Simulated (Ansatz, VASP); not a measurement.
**Ti in VASP and in Ansatz**

```
Ti
1.0
    -1.60511    1.60511    1.60511
     1.60511   -1.60511    1.60511
     1.60511    1.60511   -1.60511
Ti
1
Direct
  0.00000 0.00000 0.00000
```

Alike in both runs: functional PBEsol; k mesh 18 × 18 × 18; occupations gaussian, width 0.1 eV; no spin polarisation.

Ansatz relaxed the structure, and its values are those at the end. VASP's run is a single point on that final structure, the one shown.

|  | VASP | Ansatz |
| --- | --- | --- |
| version | VASP 6.6.1 | Ansatz 0.2.0 |
| potentials or method | VASP PAW PBE potentials, release 64 (Ti_sv), cutoff 520 eV | scalar-relativistic, plane waves, PAW |
| valence electrons in the cell | 12 | 12 |

VASP gave:

```
gap on the k mesh at the Fermi level (eV) : none
pressure (GPa)                            : -0.3
```

Question: What did Ansatz give for the same quantities?

Answer: gap on the k mesh at the Fermi level (eV): none; pressure (GPa): 0.0.

VASP's potentials were made for PBE, not for PBEsol. A gap of «none» marks a metal or a gap that the smearing closes. With one functional, cell and mesh, what is left measures potentials, basis and numerics.
